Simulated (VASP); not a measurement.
# W2O3F3 (Pmm2) in VASP: a series of runs

Runs on W2O3F3. Level: PBE. Tasks: single point, relaxation of cell and atoms.

Everything below comes from runs of VASP 6.6.1. Logs are shortened: lines on timing, memory, paths and dates and some standing lists are left out, and cuts for length are marked.

### 1 The cell of the first run

It takes space group Pmm2 (No. 25, orthorhombic). Conventional cell: a = 3.716 Å, b = 5.256 Å, c = 5.256 Å, α = 90.00°, β = 90.00°, γ = 90.00°. Within 2.5 Å of W (site symmetry mm2) lie 4 F at 1.86 Å and 2 O at 1.86 Å. W (site symmetry mm2) has 4 O at 1.86 Å and 2 F at 1.86 Å within 2.5 Å. Within 2.5 Å of F (site symmetry m) lie 2 W at 1.86 Å. Within 2.5 Å of F (site symmetry mm2) lie 2 W at 1.86 Å. Within 2.5 Å of O (site symmetry m) lie 2 W at 1.86 Å. Within 2.5 Å of O (site symmetry mm2) lie 2 W at 1.86 Å.

### 2 Single point, PBE

INCAR reads:

```
SYSTEM = W2O3F3
PREC = Accurate
ENCUT = 600
EDIFF = 1E-6
ISMEAR = 0
SIGMA = 0.1
LREAL = .FALSE.
LASPH = .TRUE.
NELM = 120
ALGO = Normal
ISIF = 2
LWAVE = .FALSE.
LCHARG = .FALSE.
GGA = PE
NBANDS = 44
GGA_COMPAT = .FALSE.
```

KPOINTS reads:

```
regular mesh
0
G
  6 4 4
  0 0 0
```

POSCAR reads:

```
W2O3F3
1.0
   -3.7163044300      0.0000000000      0.0000000000
    0.0000000000      3.7163044300      3.7163044300
    0.0000000000      3.7163044300     -3.7163044300
W F O
2 3 3
Direct
    0.0000000000      0.0000000000      0.0000000000
    0.0000000000      0.5000000000      0.5000000000
    0.0000000000      0.2500000000      0.7500000000
    0.0000000000      0.2500000000      0.2500000000
    0.5000000000      0.0000000000      0.0000000000
    0.0000000000      0.7500000000      0.2500000000
    0.0000000000      0.7500000000      0.7500000000
    0.5000000000      0.5000000000      0.5000000000
```

Potentials or basis: VASP PAW PBE potentials, release 64 (W_sv, F, O).

The run is started by

```bash
$ cat potpaw_PBE.64/W_sv/POTCAR potpaw_PBE.64/F/POTCAR potpaw_PBE.64/O/POTCAR > POTCAR
$ mpirun -np 1 vasp_std > vasp.out
```

OUTCAR:

```text
SYSTEM = W2O3F3
   PREC = Accurate
   ENCUT = 600
   EDIFF = 1E-6
   ISMEAR = 0
   LREAL = .FALSE.
   LASPH = .TRUE.
   NELM = 120
   ISIF = 2
   GGA = PE

 ion  position               nearest neighbor table
   1  0.000  0.000  0.000-   3 1.86   4 1.86   5 1.86   6 1.86   7 1.86   5 1.86
   2  0.000  0.500  0.500-   3 1.86   4 1.86   6 1.86   7 1.86   8 1.86   8 1.86
   3  0.000  0.250  0.750-   1 1.86   2 1.86
   4  0.000  0.250  0.250-   1 1.86   2 1.86
   5  0.500  0.000  0.000-   1 1.86   1 1.86
   6  0.000  0.750  0.250-   1 1.86   2 1.86
   7  0.000  0.750  0.750-   1 1.86   2 1.86
   8  0.500  0.500  0.500-   2 1.86   2 1.86

  LATTYP: Found a simple tetragonal cell.
 ALAT       =     5.2556481268
 C/A-ratio  =     0.7071067812

  Lattice vectors:

 A1 = (   0.0000000000,   3.7163044300,   3.7163044300)
 A2 = (   0.0000000000,   3.7163044300,  -3.7163044300)
 A3 = (  -3.7163044300,   0.0000000000,   0.0000000000)

Analysis of symmetry for initial positions (statically):
=====================================================================
 Subroutine PRICEL returns:
 Original cell was already a primitive cell.

 Routine SETGRP: Setting up the symmetry group for a
 simple tetragonal supercell.

 Subroutine GETGRP returns: Found  4 space group operations
 (whereof  4 operations were pure point group operations)
 out of a pool of 16 trial point group operations.

The static configuration has the point symmetry C_2v.

Analysis of symmetry for dynamics (positions and initial velocities):
=====================================================================
 Subroutine PRICEL returns:
 Original cell was already a primitive cell.

 Routine SETGRP: Setting up the symmetry group for a
 simple tetragonal supercell.

 Subroutine GETGRP returns: Found  4 space group operations
 (whereof  4 operations were pure point group operations)
 out of a pool of 16 trial point group operations.

The dynamic configuration has the point symmetry C_2v.

 Subroutine INISYM returns: Found  4 space group operations
 (whereof  4 operations are pure point group operations),
 and found     1 'primitive' translations

----------------------------------------------------------------------------------------

                                     Primitive cell

  volume of cell :     102.6512

  direct lattice vectors                    reciprocal lattice vectors
    -3.716304430  0.000000000  0.000000000    -0.269084522  0.000000000  0.000000000
     0.000000000  3.716304430  3.716304430     0.000000000  0.134542261  0.134542261
     0.000000000  3.716304430 -3.716304430     0.000000000  0.134542261 -0.134542261

  length of vectors
     3.716304430  5.255648127  5.255648127     0.269084522  0.190271490  0.190271490

  position of ions in fractional coordinates (direct lattice)
     0.000000000  0.000000000  0.000000000
     0.000000000  0.500000000  0.500000000
     0.000000000  0.250000000  0.750000000
     0.000000000  0.250000000  0.250000000
     0.500000000  0.000000000  0.000000000
     0.000000000  0.750000000  0.250000000
     0.000000000  0.750000000  0.750000000
     0.500000000  0.500000000  0.500000000

  ion indices of the primitive-cell ions
   primitive index   ion index
                 1           1
                 2           2
                 3           3
                 4           4
                 5           5
                 6           6
                 7           7
                 8           8

----------------------------------------------------------------------------------------

 KPOINTS: regular mesh

Automatic generation of k-mesh.
 Grid dimensions read from file:
 generate k-points for:    6    4    4

 Generating k-lattice:

  Cartesian coordinates                     Fractional coordinates (reciprocal lattice)
    -0.044847420  0.000000000  0.000000000     0.166666667  0.000000000  0.000000000
     0.000000000  0.033635565  0.033635565     0.000000000  0.250000000  0.000000000
[... 52 lines left out ...]

 E-fermi :   5.7287     XC(G=0):  -9.9376

 val. band max:        5.7131379485   @ k =   0.1667   0.5000   0.0000
 cond. band min:       5.9918037551   @ k =   0.0000   0.5000   0.0000
 fundamental gap:      0.2786658066
 Fermi energy:         5.7286638566

 k-point     1 :       0.0000    0.0000    0.0000
  band No.  band energies     occupation
      1     -70.4776      2.00000
      2     -70.3859      2.00000
      3     -35.1667      2.00000
      4     -35.1459      2.00000
      5     -35.1378      2.00000
      6     -34.9327      2.00000
[... 36 lines left out ...]
     43      12.5192      0.00000
     44      13.9060      0.00000

 k-point     2 :       0.1667    0.0000    0.0000
  band No.  band energies     occupation
      1     -70.4771      2.00000
      2     -70.3856      2.00000
      3     -35.2452      2.00000
      4     -35.1442      2.00000
      5     -35.1360      2.00000
      6     -34.9312      2.00000
[... 36 lines left out ...]
     43      12.5034      0.00000
     44      14.1955      0.00000

 k-point     3 :       0.3333    0.0000    0.0000
  band No.  band energies     occupation
      1     -70.4761      2.00000
      2     -70.3851      2.00000
      3     -35.3958      2.00000
      4     -35.1407      2.00000
      5     -35.1326      2.00000
      6     -34.9281      2.00000
[... 36 lines left out ...]
     43      13.5560      0.00000
     44      14.9848      0.00000

 k-point     4 :       0.5000    0.0000    0.0000
  band No.  band energies     occupation
      1     -70.4756      2.00000
      2     -70.3848      2.00000
      3     -35.4682      2.00000
      4     -35.1389      2.00000
      5     -35.1308      2.00000
      6     -34.9266      2.00000
[... 882 lines left out ...]
     43      12.4331      0.00000
     44      13.0205      0.00000

 k-point    23 :       0.3333    0.2500    0.2500
  band No.  band energies     occupation
      1     -70.4761      2.00000
      2     -70.3851      2.00000
      3     -35.3958      2.00000
      4     -35.1402      2.00000
      5     -35.0856      2.00000
      6     -34.9779      2.00000
[... 36 lines left out ...]
     43      13.1445      0.00000
     44      13.8969      0.00000

 k-point    24 :       0.5000    0.2500    0.2500
  band No.  band energies     occupation
      1     -70.4756      2.00000
      2     -70.3848      2.00000
      3     -35.4681      2.00000
      4     -35.1384      2.00000
      5     -35.0839      2.00000
      6     -34.9764      2.00000
[... 36 lines left out ...]
     43      13.0822      0.00000
     44      14.0839      0.00000

 [... further k-points ...]
[... 5 lines left out ...]
  --------------------------------------------------------------------------------------
  -------------------------------------------------------------------------------------
  Total       26.3162801     26.1676595     26.1676595      0.0000000     -0.7943617      0.0000000
  in kB      410.7440097    408.4243416    408.4243416      0.0000000    -12.3983821      0.0000000
  external PRESSURE =     409.1975643 kB  Pullay stress =       0.0000000 kB

 VOLUME and BASIS-vectors are now :
 -----------------------------------------------------------------------------
  energy-cutoff  :      600.00
  volume of cell :      102.65
      direct lattice vectors                 reciprocal lattice vectors
    -3.716304430  0.000000000  0.000000000    -0.269084522  0.000000000  0.000000000
     0.000000000  3.716304430  3.716304430     0.000000000  0.134542261  0.134542261
     0.000000000  3.716304430 -3.716304430     0.000000000  0.134542261 -0.134542261

 POSITION                                       TOTAL-FORCE (eV/Angst)
 -----------------------------------------------------------------------------------
      0.00000      0.00000      0.00000         0.000000     -5.825212     -5.825212
      0.00000      3.71630      0.00000         0.000000      5.937449      5.937449
      0.00000      3.71630     -1.85815         0.000000      0.022083     -0.179905
      0.00000      1.85815      0.00000         0.000000     -0.179905      0.022083
     -1.85815      0.00000      0.00000         0.000000      0.643730      0.643730
      0.00000      3.71630      1.85815         0.000000      0.034564      0.373898
      0.00000      5.57446      0.00000         0.000000      0.373898      0.034564
     -1.85815      3.71630      0.00000         0.000000     -1.006606     -1.006606
 -----------------------------------------------------------------------------------
    total drift:                               -0.000000      0.000211      0.000211

  FREE ENERGIE OF THE ION-ELECTRON SYSTEM (eV)
  ---------------------------------------------------
  free  energy   TOTEN  =       -60.5971853321 eV

  energy  without entropy=      -60.5844469369  energy(sigma->0) =      -60.59081613
```

Wall time 6.7 min (1 thread of Intel Xeon 8259CL, shared host); peak memory 0.32 GiB.

Results:

| Property | Result |
| --- | --- |
| Free energy | -60.5972 eV |
| Pressure | 40.9 GPa |
| Largest force | 8.397 eV/Å |
| Band gap on the k mesh | zero (an odd number of electrons rules out a gap without spin polarisation) |

Forces in eV/Å, atoms in the order of the input:
```
W    0.000 -5.825 -5.825
W    0.000  5.937  5.937
F    0.000  0.022 -0.180
F    0.000 -0.180  0.022
F    0.000  0.644  0.644
O    0.000  0.035  0.374
O    0.000  0.374  0.035
O    0.000 -1.007 -1.007
```

Stress tensor (GPa, compression positive):
```
41.07  0.00  0.00
 0.00 40.84 -1.24
 0.00 -1.24 40.84
```

Caveat: the cell stands under pressure; spin-orbit coupling is left out, which moves the levels of the heavy elements; an odd number of electrons without spin polarisation forces a metal; a magnetic or distorted state may lie lower.

### 3 Single point, PBE

This run uses another cell than the first one, of 15.13 Å³/atom.

INCAR reads:

```
PREC = Accurate
ENCUT = 600
EDIFF = 1E-6
ISMEAR = 0
SIGMA = 0.1
LREAL = False
LASPH = True
NELM = 120
ALGO = Normal
ISIF = 2
LWAVE = False
LCHARG = False
GGA = PE
NBANDS = 44
GGA_COMPAT = False
```

KPOINTS reads:

```
Automatic mesh
0
Gamma
  6 4 4
```

POSCAR reads:

```
W2O3F3
1.0
   -3.8979870291      0.0000000000      0.0000000000
    0.0000000000      3.9542062064      3.9542062064
    0.0000000000      3.9262022002     -3.9262022002
W F O
2 3 3
Direct
    0.0000000000     -0.0283947044      0.0000000000
    0.0000000000      0.5296222665      0.5000000000
    0.0000000000      0.2484219992      0.7533172582
    0.0000000000      0.2484219992      0.2466827418
    0.5000000000     -0.0071463818      0.0000000000
    0.0000000000      0.7516887240      0.2496333494
    0.0000000000      0.7516887240      0.7503666506
    0.5000000000      0.5056973732      0.5000000000
```

Potentials or basis: VASP PAW PBE potentials, release 64 (W_sv, F, O).

The run is started by

```bash
$ cat potpaw_PBE.64/W_sv/POTCAR potpaw_PBE.64/F/POTCAR potpaw_PBE.64/O/POTCAR > POTCAR
$ mpirun -np 1 vasp_std > vasp.out
```

Run time: 7.7 min. Hardware: 1 thread of Intel Xeon 8259CL, shared host; peak memory 0.37 GiB.

Results (log left out):

* Free energy: -63.7672 eV
* Pressure: 1.6 GPa
* Largest force: 0.138 eV/Å
* Band gap on the k mesh: zero (an odd number of electrons rules out a gap without spin polarisation)

Forces in eV/Å, atoms in the order of the input:
```
W    0.000  0.074  0.074
W    0.000 -0.098 -0.098
F    0.000  0.002  0.041
F    0.000  0.041  0.002
F    0.000  0.022  0.022
O    0.000  0.000 -0.025
O    0.000 -0.025  0.000
O    0.000 -0.015 -0.015
```

Stress tensor (GPa, compression positive):
```
 1.66  0.00  0.00
 0.00  1.57 -0.10
 0.00 -0.10  1.57
```

Levels at points of the mesh, in eV from the Fermi level:
| k point | band 31 | band 32 | band 33 | band 34 | band 35 | band 36 |
| --- | --- | --- | --- | --- | --- | --- |
| (0.00, 0.00, 0.00) | -3.74 | -3.62 | -1.20 | -1.15 | -1.03 | 1.31 |
| (0.50, 0.00, 0.00) | -3.86 | -3.78 | -1.10 | 0.82 | 0.94 | 2.28 |
| (0.00, 0.50, 0.00) | -3.81 | -3.59 | -0.65 | -0.51 | -0.18 | 0.78 |
| (0.50, 0.50, 0.00) | -3.81 | -3.63 | -0.13 | 0.91 | 1.07 | 1.87 |
| (0.00, 0.00, 0.50) | -3.74 | -3.72 | -0.55 | -0.55 | 0.78 | 0.94 |
| (0.50, 0.00, 0.50) | -3.74 | -3.69 | 0.97 | 1.03 | 1.07 | 1.11 |
| (0.00, 0.50, 0.50) | -3.73 | -3.66 | -1.09 | -1.02 | 1.20 | 1.25 |
| (0.50, 0.50, 0.50) | -3.84 | -3.78 | 0.86 | 0.95 | 1.22 | 1.28 |

Caveat: spin-orbit coupling is left out, which moves the levels of the heavy elements; an odd number of electrons without spin polarisation forces a metal; a magnetic or distorted state may lie lower.

### 4 Relaxation of cell and atoms, PBE

INCAR reads:

```
PREC     = Accurate       # precision mode
ENCUT    = 600            # plane-wave cutoff, eV
EDIFF    = 1E-7           # SCF threshold, eV
ISMEAR   = 0              # smearing method
SIGMA    = 0.1            # smearing width, eV
LREAL    = F              # projectors in reciprocal space
LASPH    = T              # aspherical terms in the spheres
NELM     = 120            # most SCF steps
ALGO     = Normal         # electronic algorithm
ISIF     = 3              # what is computed and relaxed
LWAVE    = F              # write WAVECAR
LCHARG   = F              # write CHGCAR
GGA      = PE             # functional
IBRION   = 2              # ionic algorithm
NSW      = 100            # ionic steps
EDIFFG   = -0.05          # ionic threshold
GGA_COMPAT= F            
NELMIN   = 4
```

KPOINTS reads:

```
regular mesh
0
Gamma
  6 4 4
```

POSCAR reads:

```
W2O3F3
1.0
   -3.7163044300      0.0000000000      0.0000000000
    0.0000000000      3.7163044300      3.7163044300
    0.0000000000      3.7163044300     -3.7163044300
W F O
2 3 3
Direct
    0.0000000000      0.0000000000      0.0000000000
    0.0000000000      0.5000000000      0.5000000000
    0.0000000000      0.2500000000      0.7500000000
    0.0000000000      0.2500000000      0.2500000000
    0.5000000000      0.0000000000      0.0000000000
    0.0000000000      0.7500000000      0.2500000000
    0.0000000000      0.7500000000      0.7500000000
    0.5000000000      0.5000000000      0.5000000000
```

The run is started by

```bash
$ cat potpaw_PBE.64/W_sv/POTCAR potpaw_PBE.64/F/POTCAR potpaw_PBE.64/O/POTCAR > POTCAR
$ mpirun -np 1 vasp_std > vasp.out
```

Run time: 56 min. Hardware: 1 thread of Intel Xeon 8259CL, shared host; peak memory 0.34 GiB.

It converged, with:

```yaml
Free_energy: -63.7343 eV
Relaxed_volume: 15.28 Å³/atom
Relaxed_cell: a = 3.910 Å, b = 5.608 Å, c = 5.574 Å, α = 90.00°, β = 90.00°, γ = 90.00°
Space_group_after_relaxing_to_0.1_Å: Pmm2 (No. 25)
Energy_gained_by_relaxing: 392.1 meV/atom
Ionic_steps: 15
Pressure_after_relaxing: 0.0 GPa
Largest_force_after_relaxing: 0.050 eV/Å
Band_gap_on_the_k_mesh: zero (an odd number of electrons rules out a gap without spin polarisation)
```

Forces on the atoms (eV/Å):
```
W    0.000  0.026  0.026
W    0.000  0.023  0.023
F    0.000 -0.003  0.011
F    0.000  0.011 -0.003
F    0.000 -0.035 -0.035
O    0.000 -0.006 -0.001
O    0.000 -0.001 -0.006
O    0.000 -0.014 -0.014
```

Stress tensor (GPa, compression positive):
```
 0.08  0.00  0.00
 0.00 -0.11 -0.01
 0.00 -0.01 -0.11
```

The path:
```csv
step,energy change (eV),largest force (eV/Å),pressure (GPa),volume (Å³)
1,0.0000,8.3967,40.92,102.65
2,2.0585,5.8535,-18.09,159.43
3,-2.9893,2.4718,1.26,122.02
4,-3.0201,2.0652,3.09,120.50
5,-3.0255,1.8286,4.16,119.66
6,-2.8524,2.6125,-7.60,127.16
7,-3.1176,0.3819,-0.71,122.31
8,-3.1177,0.3885,-0.61,122.24
9,-3.1264,0.2261,0.36,121.60
10,-3.1267,0.1855,0.62,121.45
11,-3.1333,0.1306,0.43,121.74
12,-3.1350,0.1168,0.29,121.99
13,-3.1361,0.1231,-0.45,122.48
14,-3.1362,0.0801,-0.26,122.35
15,-3.1371,0.0500,-0.04,122.24
```

Final structure:
```cif
data_structure
_symmetry_space_group_name_H-M 'P 1'
_symmetry_Int_Tables_number 1
_cell_length_a 3.9103
_cell_length_b 5.6084
_cell_length_c 5.5737
_cell_angle_alpha 90.000
_cell_angle_beta 90.000
_cell_angle_gamma 90.000
_cell_volume 122.24
loop_
_atom_site_label
_atom_site_type_symbol
_atom_site_fract_x
_atom_site_fract_y
_atom_site_fract_z
_atom_site_occupancy
W1 W 0.00000 0.97115 0.00000 1
W2 W 0.00000 0.52904 0.50000 1
F1 F 0.00000 0.24816 0.75322 1
F2 F 0.00000 0.24816 0.24678 1
F3 F 0.50000 0.99505 0.00000 1
O1 O 0.00000 0.75130 0.24962 1
O2 O 0.00000 0.75130 0.75038 1
O3 O 0.50000 0.50583 0.50000 1
```

Levels at points of the mesh, in eV from the Fermi level:
| k point | band 31 | band 32 | band 33 | band 34 | band 35 | band 36 |
| --- | --- | --- | --- | --- | --- | --- |
| (0.00, 0.00, 0.00) | -3.68 | -3.56 | -1.18 | -1.13 | -1.01 | 1.30 |
| (0.50, 0.00, 0.00) | -3.81 | -3.73 | -1.09 | 0.80 | 0.93 | 2.23 |
| (0.00, 0.50, 0.00) | -3.74 | -3.53 | -0.64 | -0.49 | -0.17 | 0.78 |
| (0.00, 0.00, 0.50) | -3.68 | -3.67 | -0.54 | -0.53 | 0.78 | 0.92 |
| (0.50, 0.50, 0.00) | -3.77 | -3.59 | -0.13 | 0.88 | 1.05 | 1.84 |
| (0.50, 0.00, 0.50) | -3.69 | -3.65 | 0.94 | 1.01 | 1.05 | 1.10 |
| (0.00, 0.50, 0.50) | -3.67 | -3.60 | -1.06 | -1.01 | 1.18 | 1.23 |
| (0.50, 0.50, 0.50) | -3.79 | -3.73 | 0.83 | 0.94 | 1.20 | 1.26 |

Caveat: the volume moved by over 15 % at a fixed basis, so the end points are rough; spin-orbit coupling is left out, which moves the levels of the heavy elements; an odd number of electrons without spin polarisation forces a metal; a magnetic or distorted state may lie lower; the relaxation stopped at a loose force limit of 0.05 eV/Å, so its end isn't a converged minimum.

### 5 Overview

| task | cell | gap on the mesh (eV) | pressure (GPa) | largest force (eV/Å) |
| --- | --- | --- | --- | --- |
| single point | a = 3.716, b = 5.256, c = 5.256 Å, 8 atoms, atomic positions A | none | 40.9 | 8.40 |
| single point | a = 3.898, b = 5.592, c = 5.552 Å, 8 atoms, atomic positions B | none | 1.6 | 0.14 |
| relaxation of cell and atoms | relaxed from a = 3.716, b = 5.256, c = 5.256 Å, 8 atoms, atomic positions A | none | 0.0 | 0.05 |

Alike in all rows: level PBE; potentials or basis VASP PAW PBE potentials, release 64 (W_sv, F, O); no spin polarisation; k mesh 6 × 4 × 4; cutoff (eV) 600; smearing gaussian 0.1 eV.

Caveats: spin-orbit coupling is left out, which moves the levels of the heavy elements; an odd number of electrons without spin polarisation forces a metal; a magnetic or distorted state may lie lower; the cell stands under pressure (at least some runs); the volume moved by over 15 % at a fixed basis, so the end points are rough (at least some runs); the relaxation stopped at a loose force limit of 0.05 eV/Å, so its end isn't a converged minimum (at least some runs).

Total energies depend on the potentials used, so only differences within one code and one set of settings carry meaning.
